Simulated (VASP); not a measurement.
A run of VASP 6.6.1 is set up as follows.

The input POSCAR:

```
KF
1.0
   -0.0886320185      2.5703285369      2.5703285369
    2.5703285369     -0.0886320185      2.5703285369
    2.5703285369      2.5703285369     -0.0886320185
K F
1 1
Direct
    0.0000000000      0.0000000000      0.0000000000
    0.5000000000      0.5000000000      0.5000000000
```

INCAR.step1

```
SYSTEM = KF
PREC = Accurate ; ENCUT = 520
ISMEAR = 0 ; SIGMA = 0.01
LREAL = .False. ; LASPH = .True.
NELM = 100 ; NBANDS = 15
GGA = PE ; ALGO = Normal
EDIFF = 1E-4 ; LWAVE = .True.
LCHARG = .False.
```

The input INCAR.step2:

```
SYSTEM = KF
PREC = Accurate ; ENCUT = 520
EDIFF = 1E-6 ; ISMEAR = 0
SIGMA = 0.01 ; LREAL = .False.
LASPH = .True. ; NELM = 100
ALGO = Normal ; ISIF = 2
LWAVE = .False. ; LCHARG = .True.
METAGGA = R2SCAN ; LMIXTAU = .True.
LELF = .True. ; LVHAR = .True.
NBANDS = 15 ; ISTART = 1
```

The input KPOINTS:

```
regular mesh
0
Gamma
  8 8 8
  0 0 0
```

Potentials or basis: VASP PAW PBE potentials, release 64 (K_sv, F).

Run with:

```bash
$ cat potpaw_PBE.64/K_sv/POTCAR potpaw_PBE.64/F/POTCAR > POTCAR
$ cp INCAR.step1 INCAR
$ mpirun -np 1 vasp_std > vasp.out
$ cp INCAR.step2 INCAR
$ mpirun -np 1 vasp_std > vasp.out
```

Q: Estimate the band gap on the k mesh.

A: 7.16 eV, direct.

Q: Estimate the pressure.

A: 2.0 GPa.

Stress tensor (GPa, compression positive):
```
2.00 0.33 0.33
0.33 2.00 0.33
0.33 0.33 2.00
```

Caveat: the cell differs from its parent crystal (strain along [111] -5.0%); the PAW data sets were made with another functional, which shifts forces and pressure a little. A k mesh can miss the band edges.
